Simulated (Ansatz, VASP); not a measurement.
# Two plane-wave programs on HfN

```
Hf N
1.0
     3.04997    0.00000    0.00000
    -1.52499    2.64135    0.00000
     0.00000    0.00000    5.50662
Hf N
2 2
Direct
  0.66667 0.33333 0.75000
  0.33333 0.66667 0.25000
  0.00000 0.00000 0.00000
  0.00000 0.00000 0.50000
```

Change from the starting cell: strain -0.030 along x and y, +0.015 along z, atoms carried along.

Alike in both runs: task single point; functional r2SCAN; k mesh 18 × 18 × 10; occupations gaussian, width 0.15 eV; no spin polarisation.

```csv
,VASP,Ansatz
version,VASP 6.6.1,Ansatz 0.2.0
potentials or method,"VASP PAW PBE potentials, release 64 (Hf_pv, N), cutoff 520 eV","scalar-relativistic, plane waves, PAW"
valence electrons in the cell,30,62
```

Ansatz gave:

- gap on the k mesh at the Fermi level (eV): none
- pressure (GPa): 14.0
- traceless stress, the component that is largest in VASP (GPa): -13.89

Estimate VASP's values.

gap on the k mesh at the Fermi level (eV): none; pressure (GPa): 11.3; traceless stress, the component that is largest in VASP (GPa): -13.99.

VASP's potentials were made for PBE, not for r2SCAN. A gap of «none» marks a metal or a gap that the smearing closes. VASP's potentials hold 30 valence electrons a cell and Ansatz's 62, so a difference there can come from the potentials and not from the codes.

Neither program's run includes spin-orbit coupling.
